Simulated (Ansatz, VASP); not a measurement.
## One calculation of SiC, two programs

The input INCAR:

```
PREC = Accurate
ENCUT = 520
EDIFF = 1E-6
ISMEAR = 0
SIGMA = 0.01
LREAL = F
LASPH = T
NELM = 80
ALGO = Normal
ISIF = 2
LWAVE = F
LCHARG = T
GGA = CA
LELF = T
LVHAR = T
NBANDS = 16
```

The input KPOINTS:

```
regular mesh
0
Gamma
  8 8 4
```

The input POSCAR:

```
SiC
1.0
    3.0563618582      0.0000000000      0.0000000000
   -1.5281809291      2.6468870124      0.0000000000
    0.0000000000      0.0000000000      5.0159135136
Si C
2 2
Direct
    0.3333333333      0.6666666667      0.0045956275
    0.6666666667      0.3333333333      0.5045956275
    0.3333333333      0.6666666667      0.3804043725
    0.6666666667      0.3333333333      0.8804043725
```

Input for Ansatz:

```yaml
crystal:
  lattice:
    - [3.05636185822, 0.0, 0.0]
    - [-1.52818092911, 2.64688701238, 0.0]
    - [0.0, 0.0, 5.01591351357]
  atoms:
    - { symbol: Si, position: [0.333333333333, 0.666666666667, 0.004595627456] }
    - { symbol: Si, position: [0.666666666667, 0.333333333333, 0.504595627456] }
    - { symbol: C, position: [0.333333333333, 0.666666666667, 0.380404372544] }
    - { symbol: C, position: [0.666666666667, 0.333333333333, 0.880404372544] }
kpoints:
  mp_grid: { grid: [8, 8, 4] }
scf:
  occupations: { method: fixed }
hamiltonian:
  xc: lda
  pseudopotentials: { kind: all_electron, lapw: { basis_error: 0.001 } }
output:
  forces: true
  stress: true
  eigenvalues: true
  eigenstates:
    nscf_kmesh: { grid: [12, 12, 6] }
    de_dk: true
    e_range: [-9, 12.13094562855]
checkpoint:
  write: ck
  write_wavefunctions: false
```

Alike in both runs: task single point; functional LDA; k mesh 8 × 8 × 4; no spin polarisation.

```csv
,VASP,Ansatz
version,VASP 6.6.1,Ansatz 0.2.0
potentials or method,"VASP PAW LDA potentials, release 64 (Si, C), cutoff 520 eV","all-electron LAPW, scalar-relativistic"
occupations,"gaussian, width 0.01 eV",fixed
```

Ansatz gave:

```
gap on the k mesh at the Fermi level (eV) : 2.39
pressure (GPa)                            : 0.0
```

Question: Which values does VASP return?

Answer: gap on the k mesh at the Fermi level (eV): 2.38; pressure (GPa): 0.4.

LDA's correlation is that of Perdew and Zunger in VASP and of Perdew and Wang (1992) in Ansatz. Ansatz ran all-electron here, and VASP with PAW potentials.
